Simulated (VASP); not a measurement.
# GaN: relaxation of the atoms with LDA

Crystal: GaN.

```
Ga N
1.0
     3.15180    0.00000    0.00000
    -1.57590    2.72954    0.00000
     0.00000    0.00000    5.11259
Ga N
2 2
Direct
  0.33333 0.66667 0.99929
  0.66667 0.33333 0.49929
  0.33333 0.66667 0.37571
  0.66667 0.33333 0.87571
```

```
Program                : VASP 6.6.1
Task                   : relaxation of the atoms
Functional             : LDA
Potentials or basis    : VASP PAW LDA potentials, release 64 (Ga_d, N)
Cutoff                 : 520 eV
k mesh                 : 8 × 8 × 5
Occupations            : gaussian, width 0.01 eV
Spin                   : no spin polarisation
Dipole correction      : no
Further INCAR settings : ALGO = Normal; EDIFF = 1e-06; IBRION = 2; EDIFFG = -0.0005; NSW = 80
```

| Quantity | Value |
| --- | --- |
| Energy gained by relaxing | 0.1 meV/atom |
| Ionic steps | 3 |
| Pressure after relaxing | 2.2 GPa |
| Band gap on the k mesh | 2.20 eV |

Stress tensor (GPa, compression positive):
```
1.66 0.00 0.00
0.00 1.66 0.00
0.00 0.00 3.18
```

Step by step:
```
step  energy change (eV)  largest force (eV/Å)  pressure (GPa)
   1              0.0000                0.0568            2.17
   2             -0.0002                0.0148            2.18
   3             -0.0002                0.0001            2.17
```

Final structure:
```yaml
crystal:
  lattice:
    - [3.15180, 0.00000, 0.00000]
    - [-1.57590, 2.72954, 0.00000]
    - [0.00000, 0.00000, 5.11259]
  atoms:
    - { symbol: Ga, position: [0.33333, 0.66667, 0.99887] }
    - { symbol: Ga, position: [0.66667, 0.33333, 0.49887] }
    - { symbol: N, position: [0.33333, 0.66667, 0.37613] }
    - { symbol: N, position: [0.66667, 0.33333, 0.87613] }
```

Levels at points of the mesh, in eV from the valence-band top:
```tsv
k point	band 14	band 15	band 16	band 17	band 18	band 19	band 20	band 21	band 22
(0.00, 0.00, 0.00)	-1.11	-1.11	-0.02	0.00	0.00	2.20	4.37	9.30	9.89
(0.50, 0.00, 0.00)	-5.46	-4.42	-2.92	-2.34	-1.05	4.99	5.71	6.06	8.78
```

Run time: 19 s on 1 thread of Intel(R) Xeon(R) 6975P-C (Granite Rapids), on a shared host, peak memory 0.15 GiB.

Expect the measured gap to be larger: semilocal functionals such as LDA lack the derivative discontinuity.
